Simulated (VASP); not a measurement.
# B (Cmcm) in VASP: notebook, part 2 of 2

VASP 6.6.1. Earlier steps stand in the parts before.

## (4) Relaxation of cell and atoms, PBE

This run uses another cell than the first one, of 9.69 Å³/atom.

File INCAR:

```
PREC = Accurate ; ENCUT = 600
EDIFF = 1E-7 ; ISMEAR = 0
SIGMA = 0.1 ; LREAL = F
LASPH = T ; NELM = 60
ALGO = Normal ; ISIF = 3
LWAVE = F ; LCHARG = F
GGA = PE ; IBRION = 2
NSW = 90 ; EDIFFG = -0.04
```

File KPOINTS:

```
Automatic mesh
0
Gamma
  4 4 6
```

File POSCAR:

```
B
1.0
    3.5287291300     -5.8240826900      0.0000000000
    3.5287291300      5.8240826900      0.0000000000
    0.0000000000      0.0000000000      2.8279951200
B
12
Direct
    0.0800429100      0.1597022000      0.7500000000
    0.1597022000      0.0800429100      0.2500000000
    0.8402978000      0.9199570900      0.7500000000
    0.9199570900      0.8402978000      0.2500000000
    0.6341894900      0.9861535600      0.7500000000
    0.9861535600      0.6341894900      0.2500000000
    0.0138464400      0.3658105100      0.7500000000
    0.3658105100      0.0138464400      0.2500000000
    0.8715983800      0.3586926600      0.2500000000
    0.3586926600      0.8715983800      0.7500000000
    0.6413073400      0.1284016200      0.2500000000
    0.1284016200      0.6413073400      0.7500000000
```

On the command line:

```console
$ cat potpaw_PBE.64/B/POTCAR > POTCAR
$ mpirun -np 1 vasp_std > vasp.out
```

Wall time 86 min (1 thread of Intel Xeon 8259CL, shared host); peak memory 0.29 GiB.

It converged, with:

```
Free energy                           : -73.9006 eV
Relaxed volume                        : 8.81 Å³/atom
Relaxed cell                          : a = 7.099 Å, b = 7.099 Å, c = 2.987 Å, α = 90.00°, β = 90.00°, γ = 135.42°
Space group after relaxing (to 0.1 Å) : Cmcm (No. 63)
Energy gained by relaxing             : 523.9 meV/atom
Ionic steps                           : 43
Pressure after relaxing               : 0.1 GPa
Largest force after relaxing          : 0.034 eV/Å
Band gap on the k mesh                : zero (bands 18 and 19 overlap by 2.17 eV)
```

Forces in eV/Å, atoms in the order of the input:
```
B   -0.002 -0.011  0.000
B   -0.002  0.011  0.000
B    0.002 -0.011  0.000
B    0.002  0.011  0.000
B    0.027  0.010  0.000
B    0.027 -0.010  0.000
B   -0.027  0.010  0.000
B   -0.027 -0.010  0.000
B   -0.034  0.001  0.000
B   -0.034 -0.001  0.000
B    0.034  0.001  0.000
B    0.034 -0.001  0.000
```

Stress tensor (GPa, compression positive):
```
0.13 0.00 0.00
0.00 0.05 0.00
0.00 0.00 0.05
```

The path:
```
step  energy change (eV)  largest force (eV/Å)  pressure (GPa)  volume (Å³)
   1              0.0000                1.4234           18.33       116.24
   3             -0.9673                0.6445           -1.29       130.39
   5             -1.1167                1.1890           -0.37       129.50
   7             -1.1845                0.9357           -0.45       129.34
   9             -1.2818                0.6469            0.05       128.22
  11             -1.2965                0.6680            0.59       127.14
  13             -1.4592                0.7378           -1.62       127.13
  15             -1.8849                1.0036           -2.75       125.41
  17             -0.9837                2.1417           -7.35       117.19
  19             -2.4741                1.4120           -6.37       121.36
  21             -2.6098                1.3695           -6.60       118.96
  23             -3.1521                1.3362           -4.90       116.50
  25             -3.1712                2.7527           10.02       105.25
  27             -4.0411                1.1969            0.80       110.05
  29             -4.6516                2.8136            9.27       100.83
  31             -5.4399                1.2732            2.94       104.50
  33             -6.1057                0.6890            0.39       104.01
  35             -6.1926                0.4230            0.59       104.11
  37             -6.2454                0.3525            0.56       104.49
  39             -6.2730                0.1996            0.20       105.19
  41             -6.2851                0.0678           -0.26       105.76
  43             -6.2862                0.0338            0.08       105.67
```

Final structure:
```yaml
crystal:
  lattice:
    - [2.69273, -6.56895, 0.00000]
    - [2.69273, 6.56895, 0.00000]
    - [0.00000, 0.00000, 2.98689]
  atoms:
    - { symbol: B, position: [0.16100, 0.20901, 0.75000] }
    - { symbol: B, position: [0.20901, 0.16100, 0.25000] }
    - { symbol: B, position: [0.79099, 0.83900, 0.75000] }
    - { symbol: B, position: [0.83900, 0.79099, 0.25000] }
    - { symbol: B, position: [0.65944, 0.96230, 0.75000] }
    - { symbol: B, position: [0.96230, 0.65944, 0.25000] }
    - { symbol: B, position: [0.03770, 0.34056, 0.75000] }
    - { symbol: B, position: [0.34056, 0.03770, 0.25000] }
    - { symbol: B, position: [0.92890, 0.39885, 0.25000] }
    - { symbol: B, position: [0.39885, 0.92890, 0.75000] }
    - { symbol: B, position: [0.60115, 0.07111, 0.25000] }
    - { symbol: B, position: [0.07111, 0.60115, 0.75000] }
```

Levels at points of the mesh, in eV from the Fermi level:
```tsv
k point	band 13	band 14	band 15	band 16	band 17	band 18	band 19	band 20	band 21	band 22
(0.00, 0.00, 0.00)	-2.15	-2.11	-0.99	-0.29	0.75	0.88	0.92	1.41	3.61	3.70
(0.50, 0.00, 0.00)	-2.28	-2.13	-1.70	-0.35	0.15	0.70	1.80	2.40	2.78	2.85
(0.50, 0.50, 0.00)	-2.58	-2.22	-1.33	0.00	0.07	0.44	1.65	3.04	3.05	3.81
(0.00, 0.00, 0.50)	-3.38	-3.38	-2.16	-2.16	-1.54	-1.54	-0.86	-0.86	1.62	1.62
(0.50, 0.00, 0.50)	-3.18	-3.18	-2.03	-2.03	-1.22	-1.22	-1.09	-1.09	1.74	1.74
(0.50, 0.50, 0.50)	-3.69	-3.69	-3.57	-3.57	-0.68	-0.68	-0.26	-0.26	1.03	1.03
```

Caveat: the k points lie up to 0.35 Å⁻¹ apart in the final cell, too coarse for converged energies and pressures of a metal.

## (5) Single point, PBE

This run uses another cell than the first one, of 8.26 Å³/atom.

File INCAR:

```
PREC = Accurate ; ENCUT = 520
EDIFF = 1E-6 ; ISMEAR = 0
SIGMA = 0.1 ; LREAL = F
LASPH = T ; NELM = 80
ALGO = Normal ; ISIF = 2
LWAVE = F ; LCHARG = F
GGA = PE ; NBANDS = 30
```

File KPOINTS:

```
regular mesh
0
Gamma
  8 8 14
```

File POSCAR:

```
B
1.0
    2.5419134181     -7.0052654959      0.0000000000
    2.5419134181      7.0052654959      0.0000000000
    0.0000000000      0.0000000000      2.7831728849
B
12
Direct
    0.1793693824      0.2565588298      0.2500000000
    0.2565588298      0.1793693824      0.7500000000
    0.7434411702      0.8206306176      0.2500000000
    0.8206306176      0.7434411702      0.7500000000
    0.5758571629      0.8859069663      0.2500000000
    0.8859069663      0.5758571629      0.7500000000
    0.1140930337      0.4241428371      0.2500000000
    0.4241428371      0.1140930337      0.7500000000
    0.9430474806      0.3985082735      0.7500000000
    0.3985082735      0.9430474806      0.2500000000
    0.6014917265      0.0569525194      0.7500000000
    0.0569525194      0.6014917265      0.2500000000
```

On the command line:

```console
$ cat potpaw_PBE.64/B/POTCAR > POTCAR
$ mpirun -np 1 vasp_std > vasp.out
```

Wall time 18 min (1 thread of Intel Xeon 8259CL, shared host); peak memory 0.48 GiB.

Results (log left out):

```yaml
Free_energy: -74.4831 eV
Pressure: 0.0 GPa
Largest_force: 0.010 eV/Å
Band_gap_on_the_k_mesh: zero (bands 18 and 19 overlap by 3.94 eV)
```

Forces on the atoms (eV/Å):
```
B    0.000  0.000  0.000
B    0.000  0.000  0.000
B    0.000  0.000  0.000
B    0.000  0.000  0.000
B    0.001 -0.009  0.000
B    0.001  0.009  0.000
B   -0.001 -0.009  0.000
B   -0.001  0.009  0.000
B   -0.002 -0.010  0.000
B   -0.002  0.010  0.000
B    0.002 -0.010  0.000
B    0.002  0.010  0.000
```

Levels at points of the mesh, in eV from the Fermi level:
| k point | band 15 | band 16 | band 17 | band 18 | band 19 | band 20 | band 21 | band 22 |
| --- | --- | --- | --- | --- | --- | --- | --- | --- |
| (0.00, 0.00, 0.00) | -0.64 | -0.33 | 0.63 | 1.00 | 2.21 | 2.62 | 3.53 | 4.62 |
| (0.50, 0.00, 0.00) | -1.13 | -0.37 | 0.42 | 1.10 | 1.87 | 2.47 | 3.43 | 3.84 |
| (0.50, 0.50, 0.00) | -1.32 | 0.20 | 0.51 | 2.43 | 2.71 | 2.97 | 3.71 | 3.81 |
| (0.00, 0.00, 0.50) | -2.68 | -2.68 | -1.98 | -1.98 | -1.51 | -1.51 | 2.32 | 2.32 |
| (0.50, 0.00, 0.50) | -2.80 | -2.80 | -2.27 | -2.27 | 1.29 | 1.29 | 2.25 | 2.25 |
| (0.50, 0.50, 0.50) | -3.80 | -3.80 | -1.17 | -1.17 | -1.16 | -1.16 | 1.53 | 1.53 |

## (6) Summary

| task | cell | k mesh | cutoff (eV) | gap on the mesh (eV) | pressure (GPa) | largest force (eV/Å) |
| --- | --- | --- | --- | --- | --- | --- |
| single point | a = 7.472, b = 7.472, c = 2.784 Å, angles 90.0, 90.0, 139.5°, 12 atoms, atomic positions A | 4 × 4 × 6 | 520 | none | 0.0 | 0.01 |
| single point | a = 6.810, b = 6.810, c = 2.828 Å, angles 90.0, 90.0, 117.6°, 12 atoms, atomic positions B | 4 × 4 × 6 | 520 | none | 18.3 | 1.42 |
| relaxation of cell and atoms | relaxed from a = 6.810, b = 6.810, c = 2.828 Å, angles 90.0, 90.0, 117.6°, 12 atoms, atomic positions B | 4 × 4 × 6 | 600 | none | 0.1 | 0.03 |
| single point | a = 7.452, b = 7.452, c = 2.783 Å, angles 90.0, 90.0, 140.1°, 12 atoms, atomic positions C | 8 × 8 × 14 | 520 | none | 0.0 | 0.01 |

Alike in all rows: level PBE; potentials or basis VASP PAW PBE potentials, release 64 (B); no spin polarisation; smearing gaussian 0.1 eV.

Caveats: some runs use coarse meshes; forces of over 1 eV/Å act on the atoms, so gaps and moduli don't describe the material at rest (at least some runs).

Absolute energies hang on the potentials; compare differences alone.
